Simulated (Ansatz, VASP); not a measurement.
## Two plane-wave programs on Cs3SI

```
CELL_PARAMETERS angstrom
6.85913 0.00000 0.00000
0.00000 6.85913 0.00000
0.00000 0.00000 6.85913
ATOMIC_POSITIONS crystal
Cs 0.50000 0.00000 0.00000
Cs 0.00000 0.50000 0.00000
Cs 0.00000 0.00000 0.50000
S 0.00000 0.00000 0.00000
I 0.50000 0.50000 0.50000
```

Alike in both runs: task relaxation of cell and atoms; functional PBE; k mesh 4 × 4 × 4; occupations gaussian, width 0.02 eV; no spin polarisation.

|  | VASP | Ansatz |
| --- | --- | --- |
| version | VASP 6.6.1 | Ansatz 0.2.0 |
| potentials or method | VASP PAW PBE potentials, release 64 (Cs_sv, S, I), cutoff 600 eV | scalar-relativistic, plane waves, PAW |
| valence electrons in the cell | 40 | 50 |

```tsv
	VASP	Ansatz	Ansatz less VASP
gap on the k mesh at the Fermi level, each at its own relaxed structure (eV)	1.06	1.09	+0.030
relaxed volume (Å³/atom)	60.29	59.82	-0.469
relaxed cell length with the largest relative difference (Å)	6.705	6.687	-0.0174
```

VASP's potentials hold 40 valence electrons a cell and Ansatz's 50, so a difference there can come from the potentials and not from the codes.

Neither program's run includes spin-orbit coupling.
